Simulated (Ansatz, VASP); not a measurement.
## Two plane-wave programs on Ag

```
Ag
1.0
     3.09310    0.00000    0.00000
    -1.54655    2.67871    0.00000
     0.00000    0.00000    4.29815
Ag
2
Direct
  0.33333 0.66667 0.25000
  0.66667 0.33333 0.75000
```

Alike in both runs: task single point; functional LDA; k mesh 24 × 24 × 12; occupations methfessel-paxton of order 1, width 0.1 eV; no spin polarisation.

|  | VASP | Ansatz |
| --- | --- | --- |
| version | VASP 6.6.1 | Ansatz 0.2.0 |
| potentials or method | VASP PAW LDA potentials, release 64 (Ag), cutoff 520 eV | scalar-relativistic, plane waves, PAW |
| valence electrons in the cell | 22 | 38 |

Ansatz gave:

* gap on the k mesh at the Fermi level (eV): none
* pressure (GPa): -8.0
* traceless stress, the component that is largest in VASP (GPa): 6.28

Which values does VASP return?

gap on the k mesh at the Fermi level (eV): none; pressure (GPa): -7.9; traceless stress, the component that is largest in VASP (GPa): 6.31.

LDA's correlation is that of Perdew and Zunger in VASP and of Perdew and Wang (1992) in Ansatz. A gap of «none» marks a metal or a gap that the smearing closes. VASP's potentials hold 22 valence electrons a cell and Ansatz's 38, so a difference there can come from the potentials and not from the codes.
